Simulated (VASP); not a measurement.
A run of VASP 6.6.1:

INCAR

```
PREC = Accurate ; ENCUT = 520
EDIFF = 1E-6 ; ISMEAR = -1
SIGMA = 0.15 ; LREAL = F
LASPH = T ; NELM = 100
ALGO = Normal ; ISIF = 2
LWAVE = F ; LCHARG = F
GGA = B5 ; ALDAX = 1.0
AGGAX = 1.0 ; AGGAC = 1.0
ALDAC = 0.0 ; NBANDS = 22
```

The input KPOINTS:

```
Automatic mesh
0
Gamma
  7 7 4
```

File POSCAR:

```
HfC
1.0
    3.3428660000      0.0000000000      0.0000000000
   -1.6714330000      2.8950070000      0.0000000000
    0.0000000000      0.0000000000      5.2027140000
Hf C
2 2
Direct
    0.6666666667      0.3333333333      0.7500000000
    0.3333333333      0.6666666667      0.2500000000
    0.0000000000      0.0000000000      0.0000000000
    0.0000000000      0.0000000000      0.5000000000
```

Potentials or basis: VASP PAW PBE potentials, release 64 (Hf_pv, C).

Run with:

```console
$ cat potpaw_PBE.64/Hf_pv/POTCAR potpaw_PBE.64/C/POTCAR > POTCAR
$ mpirun -np 1 vasp_std > vasp.out
```

Hardware: 1 thread of Intel(R) Xeon(R) 6975P-C (Granite Rapids), with other jobs on the host.

Problem. Estimate the wall time of this run.

Solution. Run time: 24 s on 1 thread of Intel(R) Xeon(R) 6975P-C (Granite Rapids) (shared host), peak memory 0.18 GiB. Counts: scf iterations 14, k points 24.
